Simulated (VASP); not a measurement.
## TiTe2: single point with PBE

TiTe2:

```
Te Ti
1.0
     3.77700    0.03777    0.00000
    -1.85579    3.25209    0.00000
     0.00000    0.00000    6.49800
Te Ti
2 1
Direct
  0.33333 0.66667 0.73720
  0.66667 0.33333 0.26280
  0.00000 0.00000 0.00000
```

```
Program                : VASP 6.6.1
Task                   : single point
Functional             : PBE
Potentials or basis    : VASP PAW PBE potentials, release 64 (Te, Ti_sv)
Cutoff                 : 520 eV
k mesh                 : 7 × 7 × 4
Occupations            : fermi-dirac, width 0.05 eV
Spin                   : no spin polarisation
Dipole correction      : no
Further INCAR settings : ALGO = Normal; EDIFF = 1e-06; NBANDS = 19
```

```yaml
Pressure: 0.9 GPa
Largest_force: 0.046 eV/Å
Band_gap_on_the_k_mesh: zero (band 12 reaches 7.25 eV, above the bottom of band 13 at 6.63 eV)
```

Forces on the atoms (eV/Å):
```
Te   0.046 -0.001 -0.004
Te  -0.046  0.001  0.004
Ti   0.000  0.000  0.000
```

Stress tensor (GPa, compression positive):
```
 0.78 -0.70 -0.39
-0.70  0.74  0.01
-0.39  0.01  1.14
```

Levels at points of the mesh, in eV from the Fermi level:
```
           k point  band 9  band 10  band 11  band 12  band 13  band 14  band 15  band 16
(0.00, 0.00, 0.00)   -1.61     0.36     0.39     0.45     0.59     1.02     1.16     3.03
(0.00, 0.00, 0.50)   -1.64    -1.54     0.37     0.44     0.70     0.84     1.04     3.46
```

It took 2.4 min on 1 thread of Intel(R) Xeon(R) Platinum 8259CL CPU @ 2.50GHz (Skylake/Cascade Lake), with other jobs on the host, peak memory 0.29 GiB.

Caveat: spin-orbit coupling is left out, which moves the levels of the heavy elements.
